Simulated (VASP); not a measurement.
Input of a VASP 6.6.1 run:

File INCAR:

```
ALGO = Normal
EDIFF = 1E-6
ENCUT = 520
GGA_COMPAT = F
ISIF = 2
ISMEAR = -1
LASPH = T
LCHARG = F
LMAXMIX = 4
LORBIT = 11
LORBMOM = T
LREAL = F
LSORBIT = T
LWAVE = F
MAGMOM = 0 0 0
NBANDS = 26
NELM = 150
PREC = Accurate
SIGMA = 0.05
```

Contents of KPOINTS:

```
k-points
0
Gamma
  9 9 9
```

POSCAR

```
Rh
1.0
    0.0000000000      1.8978500000      1.8978500000
    1.8978500000      0.0000000000      1.8978500000
    1.8978500000      1.8978500000      0.0000000000
Rh
1
Direct
    0.0000000000      0.0000000000      0.0000000000
```

Potentials or basis: VASP PAW LDA potentials, release 64 (Rh_pv).

Launch:

```bash
$ cat potpaw_LDA.64/Rh_pv/POTCAR > POTCAR
$ mpirun -np 1 vasp_ncl > vasp.out
```

Predict the pressure.

-8.5 GPa.

Predict the net moment.

0.00 μB per cell.

Moments on the atoms (μB; x, y, z):
```
Rh  0.00 0.00 0.00
```
